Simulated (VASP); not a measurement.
## Cl: single point with PBE

Crystal: Cl.

```
Cl
1.0
     0.00000    2.38771    2.38771
     2.38771    0.00000    2.38771
     2.38771    2.38771    0.00000
Cl
2
Direct
  0.87500 0.87500 0.87500
  0.12500 0.12500 0.12500
```

- Program: VASP 6.6.1
- Task: single point
- Functional: PBE
- Potentials or basis: VASP PAW PBE potentials, release 64 (Cl)
- Cutoff: 520 eV
- k mesh: 11 × 11 × 11
- Occupations: fermi-dirac, width 0.1 eV
- Spin: no spin polarisation
- Dipole correction: no
- Further INCAR settings: ALGO = Normal; EDIFF = 1e-06; NBANDS = 14

```
Pressure               : 100.1 GPa
Band gap on the k mesh : zero (bands 7 and 8 overlap by 5.71 eV)
```

Levels at points of the mesh, in eV from the Fermi level:
```csv
k point,band 5,band 6,band 7,band 8,band 9,band 10
"(0.00, 0.00, 0.00)",-8.11,-3.67,-3.67,-3.67,5.74,7.03
```

It took 38 s on 1 thread of Intel(R) Xeon(R) Platinum 8375C CPU @ 2.90GHz (Ice Lake), with other jobs on the host, peak memory 0.15 GiB.

Caveat: the cell stands under pressure.
